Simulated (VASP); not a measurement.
The system is SbW (CsCl type).

```
W Sb
1.0
     3.25337    0.00000    0.00000
     0.00000    3.25337    0.00000
     0.00000    0.00000    3.25337
W Sb
1 1
Direct
  0.00000 0.00000 0.00000
  0.50000 0.50000 0.50000
```

| Item | Value |
| --- | --- |
| Program | VASP 6.6.1 |
| Task | relaxation of cell and atoms |
| Functional | PBE |
| Potentials or basis | VASP PAW PBE potentials, release 64 (W_sv, Sb) |
| Cutoff | 600 eV |
| k mesh | 12 × 12 × 12 |
| Occupations | fermi-dirac, width 0.08 eV |
| Spin | no spin polarisation |

At the start: pressure 14.6 GPa; volume 17.22 Å³/atom.

Where does the relaxation end?

Over 17 steps the energy falls by 52.9 meV/atom and the volume is 18.46 Å³/atom (+7.2 %); space group Pm-3m (No. 221, to 0.1 Å) before and after.

Step by step:
| step | energy change (eV) | largest force (eV/Å) | pressure (GPa) | volume (Å³) |
| --- | --- | --- | --- | --- |
| 1 | 0.0000 | 0.0000 | 14.61 | 34.43 |
| 2 | 0.2930 | 0.0000 | -18.56 | 42.87 |
| 3 | -0.1056 | 0.0000 | -0.62 | 37.05 |
| 4 | -0.1059 | 0.0000 | -0.07 | 36.93 |
| 5 | -0.1058 | 0.0000 | 0.17 | 36.88 |
| 6 | -0.1058 | 0.0000 | 0.19 | 36.88 |
| 7 | -0.1058 | 0.0000 | 0.18 | 36.89 |
| 8 | -0.1058 | 0.0000 | 0.16 | 36.89 |
| 9 | -0.1058 | 0.0000 | 0.16 | 36.89 |
| 10 | -0.1058 | 0.0000 | 0.16 | 36.89 |
| 11 | -0.1058 | 0.0000 | 0.16 | 36.89 |
| 12 | -0.1058 | 0.0000 | 0.16 | 36.89 |
| 13 | -0.1058 | 0.0000 | 0.16 | 36.89 |
| 14 | -0.1058 | 0.0000 | 0.16 | 36.89 |
| 15 | -0.1058 | 0.0000 | 0.14 | 36.90 |
| 16 | -0.1059 | 0.0000 | 0.12 | 36.90 |
| 17 | -0.1059 | 0.0000 | 0.00 | 36.92 |

Final structure:
```
CELL_PARAMETERS angstrom
3.32985 0.00000 0.00000
0.00000 3.32985 0.00000
0.00000 0.00000 3.32985
ATOMIC_POSITIONS crystal
W 0.00000 0.00000 0.00000
Sb 0.50000 0.50000 0.50000
```
